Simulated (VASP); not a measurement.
# BePd (Pm-3m) in VASP: further runs, part 2 of 2

VASP 6.6.1.

## (4) Electric field gradients, LDA (11.35 Å³/atom)

This run uses another cell than the first one, of 11.35 Å³/atom.

File INCAR:

```
SYSTEM = BePd
  PREC = Accurate
  ENCUT = 520
  EDIFF = 1E-8
  ISMEAR = -1
  SIGMA = 0.08
  LREAL = .False.
  LASPH = .True.
  NELM = 80
  ALGO = Normal
  ISIF = 2
  LWAVE = .False.
  LCHARG = .False.
  GGA = CA
  LEFG = .True.
  NBANDS = 13
```

File KPOINTS:

```
regular mesh
0
Gamma
  12 12 12
  0 0 0
```

File POSCAR:

```
BePd
1.0
    2.8316296820      0.0000000000      0.0000000000
    0.0000000000      2.8316296820      0.0000000000
    0.0000000000      0.0000000000      2.8316296820
Be Pd
1 1
Direct
    0.0000000000      0.0000000000      0.0000000000
    0.5000000000      0.5000000000      0.5000000000
```

Potentials or basis: VASP PAW LDA potentials, release 64 (Be, Pd).

Started as:

```console
$ cat potpaw_LDA.64/Be/POTCAR potpaw_LDA.64/Pd/POTCAR > POTCAR
$ mpirun -np 1 vasp_std > vasp.out
```

OUTCAR:

```text
SYSTEM = BePd
   PREC = Accurate
   ENCUT = 520
   EDIFF = 1E-8
   ISMEAR = -1
   LREAL = .False.
   LASPH = .True.
   NELM = 80
   ISIF = 2
   GGA = CA

 ion  position               nearest neighbor table
   1  0.000  0.000  0.000-   2 2.45   2 2.45   2 2.45   2 2.45   2 2.45   2 2.45   2 2.45   2 2.45

   2  0.500  0.500  0.500-   1 2.45   1 2.45   1 2.45   1 2.45   1 2.45   1 2.45   1 2.45   1 2.45

  LATTYP: Found a simple cubic cell.
 ALAT       =     2.8316296820

  Lattice vectors:

 A1 = (   2.8316296820,   0.0000000000,   0.0000000000)
 A2 = (   0.0000000000,   2.8316296820,   0.0000000000)
 A3 = (   0.0000000000,   0.0000000000,   2.8316296820)

Analysis of symmetry for initial positions (statically):
=====================================================================
 Subroutine PRICEL returns:
 Original cell was already a primitive cell.

 Routine SETGRP: Setting up the symmetry group for a
 simple cubic supercell.

 Subroutine GETGRP returns: Found 48 space group operations
 (whereof 48 operations were pure point group operations)
 out of a pool of 48 trial point group operations.

The static configuration has the point symmetry O_h .

Analysis of symmetry for dynamics (positions and initial velocities):
=====================================================================
 Subroutine PRICEL returns:
 Original cell was already a primitive cell.

 Routine SETGRP: Setting up the symmetry group for a
 simple cubic supercell.

 Subroutine GETGRP returns: Found 48 space group operations
 (whereof 48 operations were pure point group operations)
 out of a pool of 48 trial point group operations.

The dynamic configuration has the point symmetry O_h .

 Subroutine INISYM returns: Found 48 space group operations
 (whereof 48 operations are pure point group operations),
 and found     1 'primitive' translations

----------------------------------------------------------------------------------------

                                     Primitive cell

  volume of cell :      22.7044

  direct lattice vectors                    reciprocal lattice vectors
     2.831629682  0.000000000  0.000000000     0.353153524  0.000000000  0.000000000
     0.000000000  2.831629682  0.000000000     0.000000000  0.353153524  0.000000000
     0.000000000  0.000000000  2.831629682     0.000000000  0.000000000  0.353153524

  length of vectors
     2.831629682  2.831629682  2.831629682     0.353153524  0.353153524  0.353153524

  position of ions in fractional coordinates (direct lattice)
     0.000000000  0.000000000  0.000000000
     0.500000000  0.500000000  0.500000000

  ion indices of the primitive-cell ions
   primitive index   ion index
                 1           1
                 2           2

----------------------------------------------------------------------------------------

 KPOINTS: regular mesh

Automatic generation of k-mesh.
 Grid dimensions read from file:
 generate k-points for:   12   12   12

 Generating k-lattice:
[... 80 lines left out ...]
   IMIX   =      4    mixing-type and parameters
     AMIX     =   0.40;   BMIX     =  1.00
     AMIX_MAG =   1.60;   BMIX_MAG =  1.00
  volume/ion in A,a.u.               =      11.35        76.61
  Fermi-wavevector in a.u.,A,eV,Ry     =   1.323627  2.501291 23.837232  1.751987
  Thomas-Fermi vector in A             =   2.453221
   LORBIT       =      0    0 simple, 1 ext, 2 COOP (PROOUT), +10 PAW based schemes
   GGA     = CA    functional components
   LHFCALC =     F    Hartree Fock is set to
   AEXX    =    0.0000 exact exchange contribution
   IVDW    =     0    specifies the selected vdW correction
   LEPSILON=     F    determine dielectric tensor
   LRPA    =     F    only Hartree local field effects (RPA)
 non-spin polarized calculation
  energy-cutoff  :      520.00
  volume of cell :       22.70
 maximum number of plane-waves:       627
 NGX is ok and might be reduce to    24
   NGX = 11   NGY = 11   NGZ = 11

 number of electron      11.9999998 magnetization

 Free energy of the ion-electron system (eV)
  ---------------------------------------------------
  ext. energy  EPLUGINS =         0.00000000
  ---------------------------------------------------
  free energy    TOTEN  =       -11.91398697 eV

  energy without entropy =      -11.89607148  energy(sigma->0) =      -11.90502922

 E-fermi :   9.4059     XC(G=0): -12.4802

 val. band max:        9.3672534210   @ k =   0.5000   0.0000   0.0000
 cond. band min:       9.4137869013   @ k =   0.4167   0.4167   0.0833
 fundamental gap:      0.0465334802
 Fermi energy:         9.4059100988

 k-point     1 :       0.0000    0.0000    0.0000
  band No.  band energies     occupation
      1      -0.0772      2.00000
      2       3.9435      2.00000
      3       3.9435      2.00000
      4       7.1219      2.00000
      5       7.1219      2.00000
      6       7.1219      2.00000
      7      14.6692      0.00000
      8      14.6692      0.00000
      9      14.6692      0.00000
     10      23.6552      0.00000
     11      23.6552      0.00000
     12      25.8046      0.00000
     13      32.7562      0.00000
[... 354 lines left out ...]
  band No.  band energies     occupation
      1       3.0528      2.00000
      2       4.1382      2.00000
      3       5.9234      2.00000
      4       6.0590      2.00000
      5       6.3704      2.00000
      6       6.7759      2.00000
      7       9.5967      0.16868
      8      15.2694      0.00000
      9      17.1611      0.00000
     10      18.3339      0.00000
     11      24.7146      0.00000
     12      26.1133      0.00000
     13      28.1550      0.00000

 [... further k-points ...]

------------------------ aborting loop because EDIFF is reached ----------------------------------------

  FORCE on cell =-STRESS in cart. coord.  units (eV):
  Direction    XX          YY          ZZ          XY          YZ          ZX
  --------------------------------------------------------------------------------------
  -------------------------------------------------------------------------------------
  Total       -1.4980986     -1.4980986     -1.4980986      0.0000000     -0.0000000      0.0000000
  in kB     -105.7162183   -105.7162183   -105.7162183      0.0000000     -0.0000000      0.0000000
  external PRESSURE =    -105.7162183 kB  Pullay stress =       0.0000000 kB

 VOLUME and BASIS-vectors are now :
 -----------------------------------------------------------------------------
  energy-cutoff  :      520.00
  volume of cell :       22.70
      direct lattice vectors                 reciprocal lattice vectors
     2.831629682  0.000000000  0.000000000     0.353153524  0.000000000  0.000000000
     0.000000000  2.831629682  0.000000000     0.000000000  0.353153524  0.000000000
     0.000000000  0.000000000  2.831629682     0.000000000  0.000000000  0.353153524

 POSITION                                       TOTAL-FORCE (eV/Angst)
 -----------------------------------------------------------------------------------
      0.00000      0.00000      0.00000         0.000000      0.000000      0.000000
      1.41581      1.41581      1.41581         0.000000      0.000000      0.000000
 -----------------------------------------------------------------------------------
    total drift:                                0.000000     -0.000000     -0.000000

  FREE ENERGIE OF THE ION-ELECTRON SYSTEM (eV)
  ---------------------------------------------------
  free  energy   TOTEN  =       -11.9139869676 eV

  energy  without entropy=      -11.8960714809  energy(sigma->0) =      -11.90502922

 Electric field gradients (V/A^2)
---------------------------------------------------------------------
 ion       V_xx      V_yy      V_zz      V_xy      V_xz      V_yz
---------------------------------------------------------------------
   1      -0.000    -0.000     0.000    -0.000    -0.000     0.000
   2      -0.000    -0.000     0.000     0.000    -0.000     0.000
---------------------------------------------------------------------

 Electric field gradients after diagonalization (V/A^2)
 (convention: |V_zz| > |V_xx| > |V_yy|)
----------------------------------------------------------------------
 ion       V_xx      V_yy      V_zz     asymmetry (V_yy - V_xx)/ V_zz
----------------------------------------------------------------------
   1      -0.000    -0.000     0.000       0.318
   2      -0.000     0.000    -0.000      -1.229
----------------------------------------------------------------------

           NMR quadrupolar parameters

 Cq : quadrupolar parameter    Cq=e*Q*V_zz/h
 eta: asymmetry parameters     (V_yy - V_xx)/ V_zz
 Q  : nuclear electric quadrupole moment in mb (millibarn)
----------------------------------------------------------------------
 ion       Cq(MHz)       eta       Q (mb)
----------------------------------------------------------------------
   1       0.000       0.318       1.000
   2      -0.000      -1.229       1.000
----------------------------------------------------------------------
```

Run time: 29 s. Hardware: 1 thread of Intel Xeon 8259CL, shared host; peak memory 0.15 GiB.

What came out:

```
Free energy                             : -11.9140 eV
Pressure                                : -10.6 GPa
Band gap on the k mesh                  : zero (bands 6 and 7 overlap by 5.98 eV)
Largest electric field gradient by atom : under 0.05 V/Å² on every atom
```

Caveat: the cell stands under tension.

## (5) Electric field gradients, LDA (11.80 Å³/atom)

This run uses another cell than the first one, of 11.80 Å³/atom.

File INCAR:

```
SYSTEM = BePd
PREC     = Accurate       ! precision mode
ENCUT    = 520            ! plane-wave cutoff, eV
EDIFF    = 1E-8           ! SCF threshold, eV
ISMEAR   = -1             ! smearing method
SIGMA    = 0.08           ! smearing width, eV
LREAL    = .FALSE.        ! projectors in reciprocal space
LASPH    = .TRUE.         ! aspherical terms in the spheres
NELM     = 60             ! most SCF steps
ALGO     = Normal         ! electronic algorithm
ISIF     = 2              ! what is computed and relaxed
LWAVE    = .FALSE.        ! write WAVECAR
LCHARG   = .FALSE.        ! write CHGCAR
LEFG     = .TRUE.       
NBANDS   = 13             ! bands
```

File KPOINTS:

```
regular mesh
0
G
  12 12 12
  0 0 0
```

File POSCAR:

```
BePd
1.0
    2.8681708695      0.0000000000      0.0000000000
    0.0000000000      2.8681708695      0.0000000000
    0.0000000000      0.0000000000      2.8681708695
Be Pd
1 1
Direct
    0.0000000000      0.0000000000      0.0000000000
    0.5000000000      0.5000000000      0.5000000000
```

Potentials or basis: VASP PAW LDA potentials, release 64 (Be, Pd).

Started as:

```console
$ cat potpaw_LDA.64/Be/POTCAR potpaw_LDA.64/Pd/POTCAR > POTCAR
$ mpirun -np 1 vasp_std > vasp.out
```

OUTCAR:

```text
SYSTEM = BePd
   PREC = Accurate
   ENCUT = 520
   EDIFF = 1E-8
   ISMEAR = -1
   LREAL = .FALSE.
   LASPH = .TRUE.
   NELM = 60
   ISIF = 2

 ion  position               nearest neighbor table
   1  0.000  0.000  0.000-   2 2.48   2 2.48   2 2.48   2 2.48   2 2.48   2 2.48   2 2.48   2 2.48

   2  0.500  0.500  0.500-   1 2.48   1 2.48   1 2.48   1 2.48   1 2.48   1 2.48   1 2.48   1 2.48

  LATTYP: Found a simple cubic cell.
 ALAT       =     2.8681708695

  Lattice vectors:

 A1 = (   2.8681708695,   0.0000000000,   0.0000000000)
 A2 = (   0.0000000000,   2.8681708695,   0.0000000000)
 A3 = (   0.0000000000,   0.0000000000,   2.8681708695)

Analysis of symmetry for initial positions (statically):
=====================================================================
 Subroutine PRICEL returns:
 Original cell was already a primitive cell.

 Routine SETGRP: Setting up the symmetry group for a
 simple cubic supercell.

 Subroutine GETGRP returns: Found 48 space group operations
 (whereof 48 operations were pure point group operations)
 out of a pool of 48 trial point group operations.

The static configuration has the point symmetry O_h .

Analysis of symmetry for dynamics (positions and initial velocities):
=====================================================================
 Subroutine PRICEL returns:
 Original cell was already a primitive cell.

 Routine SETGRP: Setting up the symmetry group for a
 simple cubic supercell.

 Subroutine GETGRP returns: Found 48 space group operations
 (whereof 48 operations were pure point group operations)
[... 529 lines left out ...]
      3       5.5359      2.00000
      4       5.6563      2.00000
      5       5.9489      2.00000
      6       6.3515      2.00000
      7       9.0548      0.15133
      8      14.4743      0.00000
      9      16.3747      0.00000
     10      17.6168      0.00000
     11      23.8767      0.00000
     12      25.2176      0.00000
     13      27.1503      0.00000

 [... further k-points ...]

------------------------ aborting loop because EDIFF is reached ----------------------------------------

  FORCE on cell =-STRESS in cart. coord.  units (eV):
  Direction    XX          YY          ZZ          XY          YZ          ZX
  --------------------------------------------------------------------------------------
  -------------------------------------------------------------------------------------
  Total       -2.3484945     -2.3484945     -2.3484945      0.0000000      0.0000000      0.0000000
  in kB     -159.4722325   -159.4722325   -159.4722325      0.0000000      0.0000000      0.0000000
  external PRESSURE =    -159.4722325 kB  Pullay stress =       0.0000000 kB

 VOLUME and BASIS-vectors are now :
 -----------------------------------------------------------------------------
  energy-cutoff  :      520.00
  volume of cell :       23.59
      direct lattice vectors                 reciprocal lattice vectors
     2.868170870  0.000000000  0.000000000     0.348654263  0.000000000  0.000000000
     0.000000000  2.868170870  0.000000000     0.000000000  0.348654263  0.000000000
     0.000000000  0.000000000  2.868170870     0.000000000  0.000000000  0.348654263

 POSITION                                       TOTAL-FORCE (eV/Angst)
 -----------------------------------------------------------------------------------
      0.00000      0.00000      0.00000         0.000000      0.000000      0.000000
      1.43409      1.43409      1.43409         0.000000      0.000000      0.000000
 -----------------------------------------------------------------------------------
    total drift:                                0.000000     -0.000000     -0.000000

  FREE ENERGIE OF THE ION-ELECTRON SYSTEM (eV)
  ---------------------------------------------------
  free  energy   TOTEN  =       -11.8400472994 eV

  energy  without entropy=      -11.8220393384  energy(sigma->0) =      -11.83104332

 Electric field gradients (V/A^2)
---------------------------------------------------------------------
 ion       V_xx      V_yy      V_zz      V_xy      V_xz      V_yz
---------------------------------------------------------------------
   1      -0.000    -0.000     0.000    -0.000    -0.000     0.000
   2      -0.000    -0.000     0.000    -0.000    -0.000    -0.000
---------------------------------------------------------------------

 Electric field gradients after diagonalization (V/A^2)
 (convention: |V_zz| > |V_xx| > |V_yy|)
----------------------------------------------------------------------
 ion       V_xx      V_yy      V_zz     asymmetry (V_yy - V_xx)/ V_zz
----------------------------------------------------------------------
   1      -0.000    -0.000     0.000       0.225
   2      -0.000    -0.000     0.000       0.129
----------------------------------------------------------------------

           NMR quadrupolar parameters

 Cq : quadrupolar parameter    Cq=e*Q*V_zz/h
 eta: asymmetry parameters     (V_yy - V_xx)/ V_zz
 Q  : nuclear electric quadrupole moment in mb (millibarn)
----------------------------------------------------------------------
 ion       Cq(MHz)       eta       Q (mb)
----------------------------------------------------------------------
   1       0.000       0.225       1.000
   2       0.000       0.129       1.000
----------------------------------------------------------------------
```

OSZICAR:

```text
N       E                     dE             d eps       ncg     rms          rms(c)
DAV:   1     0.462069599512E+02    0.46207E+02   -0.62538E+03  2192   0.873E+02
DAV:   2    -0.116344770554E+02   -0.57841E+02   -0.53730E+02  2614   0.178E+02
DAV:   3    -0.126789330095E+02   -0.10445E+01   -0.10422E+01  2634   0.245E+01
DAV:   4    -0.126835922588E+02   -0.46592E-02   -0.46589E-02  2584   0.181E+00
DAV:   5    -0.126836549369E+02   -0.62678E-04   -0.62676E-04  2679   0.218E-01    0.891E+00
DAV:   6    -0.119857609393E+02    0.69789E+00   -0.74915E+00  2429   0.196E+01    0.322E+00
DAV:   7    -0.118552891317E+02    0.13047E+00   -0.69248E-01  2394   0.652E+00    0.153E+00
DAV:   8    -0.118414407677E+02    0.13848E-01   -0.48200E-03  2554   0.504E-01    0.444E-01
DAV:   9    -0.118400393627E+02    0.14014E-02   -0.92505E-04  2857   0.180E-01    0.240E-02
DAV:  10    -0.118400480022E+02   -0.86395E-05   -0.16337E-05  2614   0.362E-02    0.137E-02
DAV:  11    -0.118400473301E+02    0.67212E-06   -0.40533E-07  2829   0.464E-03    0.150E-03
DAV:  12    -0.118400472989E+02    0.31228E-07   -0.39380E-08  2093   0.117E-03    0.692E-04
DAV:  13    -0.118400472994E+02   -0.47930E-09   -0.32960E-09  1502   0.508E-04
   1 F= -.11840047E+02 E0= -.11831043E+02  d E =-.180080E-01
```

It took 26 s on 1 thread of Intel Xeon 8259CL, shared host; peak memory 0.15 GiB.

What came out:

| Quantity | Value |
| --- | --- |
| Free energy | -11.8400 eV |
| Pressure | -15.9 GPa |
| Band gap on the k mesh | zero (bands 6 and 7 overlap by 5.79 eV) |
| Largest electric field gradient by atom | under 0.05 V/Å² on every atom |

Caveat: the cell stands under tension.

## (6) Overview

| cell | gap on the mesh (eV) | pressure (GPa) |
| --- | --- | --- |
| a = 2.804 Å, 2 atoms | none | -5.6 |
| a = 2.850 Å, 2 atoms | none | -13.4 |
| a = 2.832 Å, 2 atoms | none | -10.6 |
| a = 2.868 Å, 2 atoms | none | -15.9 |

Alike in all rows: task electric field gradients; level LDA; potentials or basis VASP PAW LDA potentials, release 64 (Be, Pd); no spin polarisation; k mesh 12 × 12 × 12; cutoff (eV) 520; smearing fermi-dirac 0.08 eV.

Caveats: the cell stands under tension.

Total energies depend on the potentials used, so only differences within one code and one set of settings carry meaning.

The gap in the log of VASP goes by the Fermi energy; the results here count the filled bands.